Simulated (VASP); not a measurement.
# GaN (P6_3mc) in VASP: notebook, part 2 of 2

VASP 6.6.1.

**5. Single point, PBE**

This run uses another cell than the first one, of 11.79 Å³/atom.

Contents of INCAR:

```
SYSTEM = GaN
PREC = Accurate
ENCUT = 600
EDIFF = 1E-6
ISMEAR = -1
SIGMA = 0.05
LREAL = .False.
LASPH = .True.
NELM = 120
ALGO = Normal
ISIF = 2
LWAVE = .False.
LCHARG = .True.
GGA = PE
LELF = .True.
LVHAR = .True.
NBANDS = 46
GGA_COMPAT = .False.
```

Contents of KPOINTS:

```
Automatic mesh
0
Gamma
  10 10 3
  0 0 0
```

Contents of POSCAR:

```
GaN
1.0
    3.2328068684      0.0000000000      0.0000000000
   -1.6164034342      2.7996928736      0.0000000000
    0.0000000000      0.0000000000     10.4254303433
Ga N
4 4
Direct
    0.0000000000      0.0000000000      0.7858680000
    0.6666666667      0.3333333333      0.0373490000
    0.3333333333      0.6666666667      0.5373490000
    0.0000000000      0.0000000000      0.2858680000
    0.0000000000      0.0000000000      0.0930380000
    0.6666666667      0.3333333333      0.3437450000
    0.0000000000      0.0000000000      0.5930380000
    0.3333333333      0.6666666667      0.8437450000
```

Potentials or basis: VASP PAW PBE potentials, release 64 (Ga_d, N).

The run is started by

```
$ cat potpaw_PBE.64/Ga_d/POTCAR potpaw_PBE.64/N/POTCAR > POTCAR
$ mpirun -np 1 vasp_std > vasp.out
```

OUTCAR:

```text
SYSTEM = GaN
   PREC = Accurate
   ENCUT = 600
   EDIFF = 1E-6
   ISMEAR = -1
   LREAL = .False.
   LASPH = .True.
   NELM = 120
   ISIF = 2
   GGA = PE

 ion  position               nearest neighbor table
   1  0.000  0.000  0.786-   8 1.96   8 1.96   8 1.96   7 2.01
   2  0.667  0.333  0.037-   5 1.95   5 1.95   5 1.95
   3  0.333  0.667  0.537-   7 1.95   7 1.95   7 1.95
   4  0.000  0.000  0.286-   6 1.96   6 1.96   6 1.96   5 2.01
   5  0.000  0.000  0.093-   2 1.95   2 1.95   2 1.95   4 2.01
   6  0.667  0.333  0.344-   4 1.96   4 1.96   4 1.96
   7  0.000  0.000  0.593-   3 1.95   3 1.95   3 1.95   1 2.01
[... 1392 lines left out ...]
  in kB      -62.4490095    -62.4490095     23.5625562      0.0000000     -0.0000000      0.0000000
  external PRESSURE =     -33.7784876 kB  Pullay stress =       0.0000000 kB

 VOLUME and BASIS-vectors are now :
 -----------------------------------------------------------------------------
  energy-cutoff  :      600.00
  volume of cell :       94.36
      direct lattice vectors                 reciprocal lattice vectors
     3.232806868  0.000000000  0.000000000     0.309328717  0.178591018  0.000000000
    -1.616403434  2.799692874  0.000000000     0.000000000  0.357182036  0.000000000
     0.000000000  0.000000000 10.425430343     0.000000000  0.000000000  0.095919302

 POSITION                                       TOTAL-FORCE (eV/Angst)
 -----------------------------------------------------------------------------------
      0.00000      0.00000      8.19301        -0.000000      0.000000      0.038734
      1.61640      0.93323      0.38938        -0.000000     -0.000000     -0.024901
     -0.00000      1.86646      5.60209         0.000000      0.000000     -0.024901
      0.00000      0.00000      2.98030         0.000000      0.000000      0.038734
      0.00000      0.00000      0.96996        -0.000000     -0.000000     -0.227179
      1.61640      0.93323      3.58369        -0.000000     -0.000000      0.213346
      0.00000      0.00000      6.18268         0.000000      0.000000     -0.227179
     -0.00000      1.86646      8.79640         0.000000      0.000000      0.213346
 -----------------------------------------------------------------------------------
    total drift:                                0.000000      0.000000      0.000887

  FREE ENERGIE OF THE ION-ELECTRON SYSTEM (eV)
  ---------------------------------------------------
  free  energy   TOTEN  =       -46.3393726653 eV

  energy  without entropy=      -46.3393606857  energy(sigma->0) =      -46.33936668
```

OSZICAR:

```text
N       E                     dE             d eps       ncg     rms          rms(c)
DAV:   1     0.829415068086E+03    0.82942E+03   -0.35613E+04  2860   0.315E+03
DAV:   2     0.116183233856E+03   -0.71323E+03   -0.67631E+03  2600   0.768E+02
DAV:   3    -0.405624907561E+02   -0.15675E+03   -0.15089E+03  3044   0.233E+02
DAV:   4    -0.538859411308E+02   -0.13323E+02   -0.13164E+02  3178   0.686E+01
DAV:   5    -0.543673723792E+02   -0.48143E+00   -0.48038E+00  3262   0.137E+01    0.152E+01
DAV:   6    -0.461100598098E+02    0.82573E+01   -0.25910E+01  4910   0.624E+01    0.410E+00
DAV:   7    -0.464131124896E+02   -0.30305E+00   -0.41438E+00  2844   0.119E+01    0.375E+00
DAV:   8    -0.463526700530E+02    0.60442E-01   -0.32290E-01  3942   0.817E+00    0.122E+00
DAV:   9    -0.463385337535E+02    0.14136E-01   -0.98233E-02  3944   0.339E+00    0.482E-01
DAV:  10    -0.463396904098E+02   -0.11567E-02   -0.13511E-02  2916   0.939E-01    0.313E-01
DAV:  11    -0.463392515129E+02    0.43890E-03   -0.38941E-03  3778   0.925E-01    0.478E-02
DAV:  12    -0.463393480620E+02   -0.96549E-04   -0.89954E-04  3334   0.259E-01    0.277E-02
DAV:  13    -0.463393909832E+02   -0.42921E-04   -0.17805E-04  3502   0.209E-01    0.506E-02
DAV:  14    -0.463393743869E+02    0.16596E-04   -0.66583E-05  3690   0.142E-01    0.175E-02
DAV:  15    -0.463393724520E+02    0.19349E-05   -0.17325E-05  4338   0.478E-02    0.443E-03
DAV:  16    -0.463393726653E+02   -0.21326E-06   -0.64190E-06  2936   0.226E-02
   1 F= -.46339373E+02 E0= -.46339367E+02  d E =-.119796E-04
```

stdout:

```text
POSCAR found type information on POSCAR GaN
 POSCAR found :  2 types and       8 ions
 scaLAPACK will be used
 LDA part: xc-table for (Slater+PW92), standard interpolation
 POSCAR, INCAR and KPOINTS ok, starting setup
 FFT: planning ... GRIDC
 FFT: planning ... GRID_SOFT
 FFT: planning ... GRID
 WAVECAR not read
 entering main loop
```

It took 1.7 min on 1 thread of AMD EPYC 9R45 (Zen 5), shared host; peak memory 0.27 GiB.

Results:

```yaml
Free_energy: -46.3394 eV
Pressure: -3.4 GPa
Largest_force: 0.227 eV/Å
Band_gap_on_the_k_mesh: 0.67 eV
```

Forces on the atoms (eV/Å):
```
Ga   0.000  0.000  0.039
Ga   0.000  0.000 -0.025
Ga   0.000  0.000 -0.025
Ga   0.000  0.000  0.039
N    0.000  0.000 -0.227
N    0.000  0.000  0.213
N    0.000  0.000 -0.227
N    0.000  0.000  0.213
```

Stress tensor (GPa, compression positive):
```
-6.24  0.00  0.00
 0.00 -6.24  0.00
 0.00  0.00  2.36
```

Levels at points of the mesh, in eV from the valence-band top:
| k point | band 33 | band 34 | band 35 | band 36 | band 37 | band 38 | band 39 | band 40 |
| --- | --- | --- | --- | --- | --- | --- | --- | --- |
| (0.00, 0.00, 0.00) | -0.57 | -0.54 | -0.54 | 0.00 | 0.67 | 3.17 | 3.38 | 3.44 |
| (0.50, 0.00, 0.00) | -2.10 | -1.88 | -1.50 | -0.72 | 1.87 | 2.37 | 4.60 | 4.67 |

Caveat: the stress differs along the axes, from -6 to 2 GPa; semilocal functionals underestimate gaps, and a narrow one can read as zero.

**6. Summary**

```csv
cell,gap on the mesh (eV),pressure (GPa),largest force (eV/Å)
"a = 3.146, b = 3.146, c = 10.145 Å, angles 90.0, 90.0, 120.0°, 8 atoms",1.28,11.7,0.75
"a = 3.168, b = 3.168, c = 10.217 Å, angles 90.0, 90.0, 120.0°, 8 atoms",1.12,7.3,0.60
"a = 3.190, b = 3.190, c = 10.287 Å, angles 90.0, 90.0, 120.0°, 8 atoms",0.96,3.3,0.46
"a = 3.233, b = 3.233, c = 10.425 Å, angles 90.0, 90.0, 120.0°, 8 atoms",0.67,-3.4,0.23
```

Alike in all rows: task single point; level PBE; potentials or basis VASP PAW PBE potentials, release 64 (Ga_d, N); no spin polarisation; k mesh 10 × 10 × 3; cutoff (eV) 600; smearing fermi-dirac 0.05 eV.

Caveats: the cell stands under pressure (at least some runs); the stress differs along the axes, from 1 to 8 GPa (at least some runs); the stress differs along the axes, from -6 to 2 GPa (at least some runs); semilocal functionals underestimate gaps, and a narrow one can read as zero (at least some runs).

Absolute energies hang on the potentials; compare differences alone.
